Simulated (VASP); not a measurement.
# Cu in VASP: single point with PBE

Aim: the single point of Cu with PBE.

All numbers are computed with VASP 6.6.1; they aren't measurements. Logs are shortened: lines on timing, memory, paths and dates and some standing lists are left out, and cuts for length are marked.

**1. The cell of the first run**

The cell holds a wire or tube with vacuum around it, 21 atoms: a = 15.700 Å, b = 14.400 Å, c = 6.287 Å, α = 90.00°, β = 90.00°, γ = 90.00°.

**2. Single point, PBE**

The input, INCAR:

```
PREC = Accurate ; ENCUT = 520
EDIFF = 1E-6 ; ISMEAR = 0
SIGMA = 0.05 ; LREAL = Auto
LASPH = True ; NELM = 60
ALGO = Fast ; ISIF = 2
LWAVE = False ; LCHARG = False
GGA = PE ; NBANDS = 132
```

The input, KPOINTS:

```
regular mesh
0
Gamma
  1 1 9
```

The input, POSCAR:

```
Cu
1.0
   15.7000000000      0.0000000000      0.0000000000
    0.0000000000     14.4000000000      0.0000000000
    0.0000000000      0.0000000000      6.2869084722
Cu
21
Direct
    0.3820192247      0.3217625253      0.0000000000
    0.3820192247      0.6782374747      0.0000000000
    0.2876346045      0.5000000000      0.3333333333
    0.6651730854      0.5000000000      0.0000000000
    0.5707884652      0.3217625253      0.3333333333
    0.5707884652      0.6782374747      0.3333333333
    0.4764038449      0.5000000000      0.6666666667
    0.3820192247      0.5000000000      0.0000000000
    0.5707884652      0.5000000000      0.3333333333
    0.4764038449      0.3217625253      0.6666666667
    0.4764038449      0.6782374747      0.6666666667
    0.5235961551      0.4108812626      0.0000000000
    0.4292115348      0.5891187374      0.3333333333
    0.3348269146      0.4108812626      0.6666666667
    0.7123653955      0.4108812626      0.3333333333
    0.6179807753      0.5891187374      0.6666666667
    0.5235961551      0.5891187374      0.0000000000
    0.4292115348      0.4108812626      0.3333333333
    0.3348269146      0.5891187374      0.6666666667
    0.7123653955      0.5891187374      0.3333333333
    0.6179807753      0.4108812626      0.6666666667
```

Potentials or basis: VASP PAW PBE potentials, release 64 (Cu).

Started as:

```console
cat potpaw_PBE.64/Cu/POTCAR > POTCAR
mpirun -np 1 vasp_std > vasp.out
```

OUTCAR:

```text
PREC = Accurate
   ENCUT = 520
   EDIFF = 1E-6
   ISMEAR = 0
   LREAL = Auto
   LASPH = True
   NELM = 60
   ISIF = 2
   GGA = PE

 ion  position               nearest neighbor table
   1  0.382  0.322  0.000-  18 2.57  14 2.57  10 2.57   8 2.57  12 2.57
   2  0.382  0.678  0.000-  13 2.57  19 2.57  11 2.57   8 2.57  17 2.57
   3  0.288  0.500  0.333-  13 2.57  18 2.57   8 2.57  14 2.57  19 2.57
   4  0.665  0.500  0.000-  12 2.57  17 2.57   9 2.57  16 2.57  15 2.57  20 2.57  21 2.57
   5  0.571  0.322  0.333-  15 2.57  12 2.57   9 2.57  21 2.57  18 2.57  10 2.57
   6  0.571  0.678  0.333-  20 2.57  17 2.57   9 2.57  16 2.57  13 2.57  11 2.57
   7  0.476  0.500  0.667-  14 2.57  19 2.57   8 2.57  10 2.57  11 2.57  17 2.57  12 2.57  18 2.57
                            13 2.57  16 2.57  21 2.57   9 2.57
   8  0.382  0.500  0.000-   7 2.57   3 2.57   1 2.57   2 2.57  13 2.57  18 2.57  14 2.57  19 2.57
                            12 2.57  17 2.57
   9  0.571  0.500  0.333-  15 2.57  20 2.57   4 2.57   5 2.57   6 2.57  17 2.57  12 2.57  16 2.57
                            21 2.57  13 2.57  18 2.57   7 2.57
  10  0.476  0.322  0.667-  14 2.57   1 2.57   7 2.57  12 2.57  18 2.57  21 2.57   5 2.57
  11  0.476  0.678  0.667-  19 2.57   2 2.57   7 2.57  17 2.57  13 2.57  16 2.57   6 2.57
  12  0.524  0.411  0.000-   5 2.57   4 2.57  21 2.57  10 2.57   9 2.57   1 2.57  18 2.57   7 2.57
                             8 2.57  17 2.57
  13  0.429  0.589  0.333-   2 2.57   3 2.57  11 2.57  19 2.57   8 2.57   6 2.57  17 2.57   7 2.57
                             9 2.57  18 2.57
  14  0.335  0.411  0.667-  10 2.57   1 2.57   7 2.57  18 2.57   8 2.57   3 2.57  19 2.57
  15  0.712  0.411  0.333-   5 2.57   9 2.57  21 2.57   4 2.57  20 2.57
  16  0.618  0.589  0.667-  17 2.57   6 2.57  20 2.57   4 2.57  11 2.57   9 2.57   7 2.57  21 2.57

  17  0.524  0.589  0.000-   6 2.57   4 2.57  16 2.57  11 2.57   9 2.57   2 2.57  13 2.57   7 2.57
                             8 2.57  12 2.57
  18  0.429  0.411  0.333-   1 2.57   3 2.57  10 2.57  14 2.57   8 2.57   5 2.57  12 2.57   7 2.57
                             9 2.57  13 2.57
  19  0.335  0.589  0.667-  11 2.57   2 2.57   7 2.57  13 2.57   8 2.57   3 2.57  14 2.57
  20  0.712  0.589  0.333-   6 2.57   9 2.57  16 2.57   4 2.57  15 2.57
  21  0.618  0.411  0.667-  12 2.57   5 2.57  15 2.57   4 2.57  10 2.57   9 2.57   7 2.57  16 2.57

  LATTYP: Found a simple orthorhombic cell.
 ALAT       =     6.2869084722
 B/A-ratio  =     2.2904739370
 C/A-ratio  =     2.4972528341

  Lattice vectors:

 A1 = (   0.0000000000,   0.0000000000,  -6.2869084722)
 A2 = (   0.0000000000,  14.4000000000,   0.0000000000)
 A3 = (  15.7000000000,   0.0000000000,   0.0000000000)

Analysis of symmetry for initial positions (statically):
=====================================================================
 Subroutine PRICEL returns:
 Original cell was already a primitive cell.

 Routine SETGRP: Setting up the symmetry group for a
 simple orthorhombic supercell.

 Subroutine GETGRP returns: Found  2 space group operations
 (whereof  2 operations were pure point group operations)
 out of a pool of  8 trial point group operations.

The static configuration has the point symmetry C_1h.

Analysis of symmetry for dynamics (positions and initial velocities):
=====================================================================
 Subroutine PRICEL returns:
 Original cell was already a primitive cell.

 Routine SETGRP: Setting up the symmetry group for a
 simple orthorhombic supercell.

 Subroutine GETGRP returns: Found  2 space group operations
 (whereof  2 operations were pure point group operations)
 out of a pool of  8 trial point group operations.

The dynamic configuration has the point symmetry C_1h.

 Subroutine INISYM returns: Found  2 space group operations
 (whereof  2 operations are pure point group operations),
 and found     1 'primitive' translations

----------------------------------------------------------------------------------------

                                     Primitive cell

  volume of cell :    1421.3443

  direct lattice vectors                    reciprocal lattice vectors
    15.700000000  0.000000000  0.000000000     0.063694268  0.000000000  0.000000000
     0.000000000 14.400000000  0.000000000     0.000000000  0.069444444  0.000000000
     0.000000000  0.000000000  6.286908472     0.000000000  0.000000000  0.159060690

  length of vectors
    15.700000000 14.400000000  6.286908472     0.063694268  0.069444444  0.159060690

  position of ions in fractional coordinates (direct lattice)
[... 49 lines left out ...]

Automatic generation of k-mesh.
 Grid dimensions read from file:
 generate k-points for:    1    1    9

 Generating k-lattice:

  Cartesian coordinates                     Fractional coordinates (reciprocal lattice)
     0.063694268  0.000000000  0.000000000     1.000000000  0.000000000  0.000000000
     0.000000000  0.069444444  0.000000000     0.000000000  1.000000000  0.000000000
     0.000000000  0.000000000  0.017673410     0.000000000  0.000000000  0.111111111

  Length of vectors
     0.063694268  0.069444444  0.017673410

  Shift w.r.t. Gamma in fractional coordinates (k-lattice)
     0.000000000  0.000000000  0.000000000

 Subroutine IBZKPT returns following result:
 ===========================================

 Found      5 irreducible k-points:

 Following reciprocal coordinates:
            Coordinates               Weight
  0.000000  0.000000  0.000000      1.000000
  0.000000  0.000000  0.111111      2.000000
  0.000000  0.000000  0.222222      2.000000
  0.000000  0.000000  0.333333      2.000000
  0.000000  0.000000  0.444444      2.000000
   k-points           NKPTS =      5   k-points in BZ     NKDIM =      5   number of bands    NBANDS=    132
   number of dos      NEDOS =    301   number of ions     NIONS =     21
   total plane-waves  NPLWV = 622080
   dimension x,y,z NGX =   120 NGY =  108 NGZ =   48
   dimension x,y,z NGXF=   240 NGYF=  216 NGZF=   96
   ions per type =              21
   NGX,Y,Z   is equivalent  to a cutoff of  12.71, 12.47, 12.69 a.u.
   NGXF,Y,Z  is equivalent  to a cutoff of  25.41, 24.94, 25.39 a.u.
 SYSTEM =  unknown system
   PREC   = accura    normal or accurate (medium, high low for compatibility)
   ISTART =      0    job   : 0-new  1-cont  2-samecut
   ICHARG =      2    charge: 1-file 2-atom 10-const
   ISPIN  =      1    spin polarized calculation?
   LNONCOLLINEAR =      F non collinear calculations
   LSORBIT =      F    spin-orbit coupling
   LASPH  =      T    aspherical Exc in radial PAW
   ENCUT  =  520.0 eV  38.22 Ry    6.18 a.u.  29.19 26.77 11.69*2*pi/ulx,y,z
   NELM   =     60;   NELMIN=  2; NELMDL= -5     # of ELM steps
   EDIFF  = 0.1E-05   stopping-criterion for ELM
   LREAL  =      T    real-space projection
   EDIFFG = 0.1E-04   stopping-criterion for IOM
   NSW    =      0    number of steps for IOM
   IBRION =     -1    ionic relax: 0-MD 1-quasi-New 2-CG
   NFREE  =      0    steps in history (QN), initial steepest desc. (CG)
   ISIF   =      2    stress and relaxation
   ISYM   =      2    0-nonsym 1-usesym 2-fastsym
   POTIM  = 0.5000    time-step for ionic-motion
   TEBEG  =    0.0;   TEEND  =   0.0 temperature during run
   PSTRESS=    0.0 pullay stress
   NELECT =     231.0000    total number of electrons
   NUPDOWN=      -1.0000    fix difference up-down
   EMIN   =  10.00;   EMAX   =-10.00  energy-range for DOS
   EFERMI =   0.00;   METHOD = LEGACY
   ISMEAR =     0;   SIGMA  =   0.05  broadening in eV -4-tet -1-fermi 0-gaus
   EFERMI_NEDOS =   21; number of points for ismear=-14 and -15
   IALGO  =     68    algorithm
   IMIX   =      4    mixing-type and parameters
     AMIX     =   0.40;   BMIX     =  1.00
     AMIX_MAG =   1.60;   BMIX_MAG =  1.00
  volume/ion in A,a.u.               =      67.68       456.75
  Fermi-wavevector in a.u.,A,eV,Ry     =   0.893400  1.688280 10.859664  0.798163
  Thomas-Fermi vector in A             =   2.015472
   LORBIT       =      0    0 simple, 1 ext, 2 COOP (PROOUT), +10 PAW based schemes
   GGA     = PE    functional components
   LHFCALC =     F    Hartree Fock is set to
   AEXX    =    0.0000 exact exchange contribution
   IVDW    =     0    specifies the selected vdW correction
   LEPSILON=     F    determine dielectric tensor
   LRPA    =     F    only Hartree local field effects (RPA)
 non-spin polarized calculation
 RMM-DIIS sequential band-by-band and
 Gauss-broadening in eV      SIGMA  =   0.05
  energy-cutoff  :      520.00
  volume of cell :     1421.34
 maximum number of plane-waves:     38317
 NGX is ok and might be reduce to   120
   NGX = 59   NGY = 53   NGZ = 23

 number of electron     231.0000116 magnetization

 Free energy of the ion-electron system (eV)
  ---------------------------------------------------
  ext. energy  EPLUGINS =         0.00000000
  ---------------------------------------------------
  free energy    TOTEN  =       -62.89226908 eV

  energy without entropy =      -62.88523933  energy(sigma->0) =      -62.88875421

 E-fermi :  -2.0615     XC(G=0):  -3.5321

 val. band max:       -2.0799965134   @ k =   0.0000   0.0000   0.4444
 cond. band min:      -2.0169004593   @ k =   0.0000   0.0000   0.0000
 fundamental gap:      0.0630960542
 Fermi energy:        -2.0615184620

 k-point     1 :       0.0000    0.0000    0.0000
  band No.  band energies     occupation
      1      -9.7252      2.00000
      2      -7.9839      2.00000
      3      -7.6480      2.00000
      4      -6.7676      2.00000
      5      -6.6775      2.00000
      6      -6.3487      2.00000
[... 639 lines left out ...]
    126       0.1522      0.00000
    127       0.4484      0.00000
 [bands above 127 left out]

------------------------ aborting loop because EDIFF is reached ----------------------------------------

  FORCE on cell =-STRESS in cart. coord.  units (eV):
  Direction    XX          YY          ZZ          XY          YZ          ZX
  --------------------------------------------------------------------------------------
  -------------------------------------------------------------------------------------
  Total      -12.6979406     -9.3540648    -14.2519366      0.0000000      0.0000000     -0.2341142
  in kB      -14.3134587    -10.5441525    -16.0651647      0.0000000      0.0000000     -0.2638998
  external PRESSURE =     -13.6409253 kB  Pullay stress =       0.0000000 kB

 VOLUME and BASIS-vectors are now :
 -----------------------------------------------------------------------------
  energy-cutoff  :      520.00
  volume of cell :     1421.34
      direct lattice vectors                 reciprocal lattice vectors
    15.700000000  0.000000000  0.000000000     0.063694268  0.000000000  0.000000000
     0.000000000 14.400000000  0.000000000     0.000000000  0.069444444  0.000000000
     0.000000000  0.000000000  6.286908472     0.000000000  0.000000000  0.159060690

 POSITION                                       TOTAL-FORCE (eV/Angst)
 -----------------------------------------------------------------------------------
      5.99770      4.63338      0.00000         0.463588      0.681993     -0.167879
      5.99770      9.76662      0.00000         0.463588     -0.681993     -0.167879
      4.51586      7.20000      2.09564         0.883008      0.000000      0.157172
     10.44322      7.20000      0.00000        -0.315574      0.000000      0.103986
      8.96138      4.63338      2.09564        -0.211655      0.564793      0.177405
      8.96138      9.76662      2.09564        -0.211655     -0.564793      0.177405
[... 13 lines left out ...]
     11.18414      8.48331      2.09564        -0.789412     -0.446571     -0.076592
      9.70230      5.91669      4.19127        -0.142136      0.077249     -0.023606
 -----------------------------------------------------------------------------------
    total drift:                               -0.002414      0.000000      0.000383

  FREE ENERGIE OF THE ION-ELECTRON SYSTEM (eV)
  ---------------------------------------------------
  free  energy   TOTEN  =       -62.8922690845 eV

  energy  without entropy=      -62.8852393273  energy(sigma->0) =      -62.88875421
```

Run time: 71 min. Hardware: 1 thread of Oxide Virtual Turin-like, shared host; peak memory 1.4 GiB.

Results:

```yaml
Free_energy: -62.8923 eV
Largest_force: 0.910 eV/Å
Band_gap_on_the_k_mesh: zero (an odd number of electrons rules out a gap without spin polarisation)
```

Forces on the atoms (eV/Å):
```
Cu   0.464  0.682 -0.168
Cu   0.464 -0.682 -0.168
Cu   0.883  0.000  0.157
Cu  -0.316  0.000  0.104
Cu  -0.212  0.565  0.177
Cu  -0.212 -0.565  0.177
Cu  -0.015  0.000  0.071
Cu  -0.256  0.000  0.090
Cu   0.464  0.000 -0.101
Cu  -0.006  0.395  0.060
Cu  -0.006 -0.395  0.060
Cu   0.020 -0.302 -0.069
Cu  -0.106  0.168 -0.107
Cu   0.392  0.236  0.045
Cu  -0.789  0.447 -0.077
Cu  -0.142 -0.077 -0.024
Cu   0.020  0.302 -0.069
Cu  -0.106 -0.168 -0.107
Cu   0.392 -0.236  0.045
Cu  -0.789 -0.447 -0.077
Cu  -0.142  0.077 -0.024
```

The gap in the log of VASP goes by the Fermi energy; the results here count the filled bands.